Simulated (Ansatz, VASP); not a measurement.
# One calculation of Ta3P4, two programs

```
Ta P
1.0
     3.26628    0.01327   -0.27786
     0.01105    3.26609    0.28331
    -0.78651    0.77343   10.05442
Ta P
3 4
Cartesian
  0.0234 -0.0341 8.4977
  1.3257 1.9457 4.6094
  -0.4814 0.4785 2.6152
  -0.2276 0.2199 5.5852
  1.0719 2.2045 1.6395
  -0.7083 0.7072 0.0451
  1.5528 1.7175 7.1793
```

Change from the starting cell: cell x1, atoms moved at random (sigma 0.1 Å) and cell strained at random (1.5 %), then relaxed without symmetry.

Alike in both runs: functional PBE; k mesh 6 × 6 × 2; occupations gaussian, width 0.2 eV; no spin polarisation.

Ansatz relaxed the structure, and its values are those at the end. VASP's run is a single point on that final structure, the one shown.

|  | VASP | Ansatz |
| --- | --- | --- |
| version | VASP 6.6.1 | Ansatz 0.2.0 |
| potentials or method | VASP PAW PBE potentials, release 64 (Ta_pv, P), cutoff 520 eV | scalar-relativistic, plane waves, PAW |
| valence electrons in the cell | 53 | 59 |

Ansatz gave:

- gap on the k mesh at the Fermi level (eV): none
- pressure (GPa): 0.0
- rms of the force components (eV/Å): 0.004

Problem. Which values does VASP return?

Solution. gap on the k mesh at the Fermi level (eV): none; pressure (GPa): 0.1; rms of the force components (eV/Å): 0.007.

A gap of «none» marks a metal or a gap that the smearing closes. With one functional, cell and mesh, what is left measures potentials, basis and numerics. VASP's potentials hold 53 valence electrons a cell and Ansatz's 59, so a difference there can come from the potentials and not from the codes.

Neither program's run includes spin-orbit coupling.
